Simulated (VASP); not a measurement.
Set up this calculation in VASP 6.6.1, as the native input.

* Task: single point
* Functional: PBE
* Potentials or basis: VASP PAW PBE potentials, release 64 (Nb_sv, Cu, Zr_sv)
* Cutoff: 520 eV
* k mesh: 1 × 1 × 1, shifted
* Occupations: fermi-dirac, width 0.05 eV
* Spin: no spin polarisation
* Dipole correction: no
* Further INCAR settings: LREAL = Auto; ALGO = Normal; EDIFF = 1e-06; NBANDS = 110; ISYM = 0

The structure of Zr2Nb3Cu3 lies in POSCAR:

```
Zr2Nb3Cu3
1.0
    6.8185840000      0.0521060000     -0.0543080000
    0.0521060000      6.6479630000     -0.2149050000
   -0.0543080000     -0.2149050000      6.4861440000
Nb Cu Zr
6 6 4
Direct
    0.8171321294      0.8255980236      0.2737842322
    0.0560141060      0.5336957273      0.4724651340
    0.7945376479      0.8280954492      0.7222404564
    0.0418023006      0.0378847633      0.0109288083
    0.2614107690      0.8050487764      0.7207070493
    0.7968112176      0.3191815828      0.2260347506
    0.2799276635      0.3441547926      0.7765488859
    0.1008761487      0.0610879946      0.4624833333
    0.6214875416      0.5964879578      0.9606063310
    0.2911441805      0.3253418591      0.1810288286
    1.0200727276      0.5551794825      0.9666855926
    0.5163981191      0.0806587337      0.9881004051
    0.5021438343      0.1028892375      0.4893397123
    0.8378252987      0.2741596312      0.7225369791
    0.3104107232      0.7470915196      0.1749565672
    0.5665107060      0.5702122762      0.4927140891
```

One way to write it, as run:

INCAR

```
PREC     = Accurate       # precision mode
ENCUT    = 520            # plane-wave cutoff, eV
EDIFF    = 1E-6           # SCF threshold, eV
ISMEAR   = -1             # smearing method
SIGMA    = 0.05           # smearing width, eV
LREAL    = Auto         
LASPH    = True           # aspherical terms in the spheres
NELM     = 60             # most SCF steps
ALGO     = Normal         # electronic algorithm
ISIF     = 2              # what is computed and relaxed
LWAVE    = False          # write WAVECAR
LCHARG   = True           # write CHGCAR
GGA      = PE             # functional
LELF     = True           # ELF
LVHAR    = True         
ISYM     = 0            
NBANDS   = 110            # bands
```

KPOINTS

```
Automatic mesh
0
Gamma
  1 1 1
  0.25 0.25 0.25
```

Potentials or basis: VASP PAW PBE potentials, release 64 (Nb_sv, Cu, Zr_sv).

Run with:

```console
$ cat potpaw_PBE.64/Nb_sv/POTCAR potpaw_PBE.64/Cu/POTCAR potpaw_PBE.64/Zr_sv/POTCAR > POTCAR
$ mpirun -np 1 vasp_std > vasp.out
```

It gave:

| Property | Result |
| --- | --- |
| Pressure | -6.1 GPa |
| Largest force | 0.932 eV/Å |
| Band gap on the k mesh | 0.10 eV |

Caveat: the k points lie up to 0.97 Å⁻¹ apart.

It took 2.4 min on 1 thread of Intel Xeon 6975P-C, on a shared host, peak memory 0.35 GiB.
